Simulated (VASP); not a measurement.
# Zn: single point with PBEsol

Crystal: Zn.

```xyz
1
Lattice="2.5643 0.0000 0.0000 0.0000 2.5643 0.0000 0.0000 0.0000 2.5643" Properties=species:S:1:pos:R:3 pbc="T T T"
Zn    0.0000    0.0000    0.0000
```

- Program: VASP 6.6.1
- Task: single point
- Functional: PBEsol
- Potentials or basis: VASP PAW PBE potentials, release 64 (Zn)
- Cutoff: 520 eV
- k mesh: 17 × 17 × 17
- Occupations: fermi-dirac, width 0.05 eV
- Spin: no spin polarisation
- Dipole correction: no
- Further INCAR settings: ALGO = Normal; EDIFF = 1e-07; NBANDS = 12

The pressure is 0.3 GPa and the band gap on the k mesh is zero (band 6 reaches 7.27 eV, above the bottom of band 7 at -0.16 eV).

Levels at points of the mesh, in eV from the Fermi level:
```csv
k point,band 3,band 4,band 5,band 6,band 7,band 8,band 9,band 10
"(0.00, 0.00, 0.00)",-8.06,-6.73,-6.73,-6.73,12.87,12.87,12.87,15.84
```

Run time: 20 s on 1 thread of Intel(R) Xeon(R) Platinum 8259CL CPU @ 2.50GHz (Skylake/Cascade Lake), on a shared host, peak memory 0.14 GiB.

Caveat: the PAW data sets were made with another functional, which shifts forces and pressure a little.
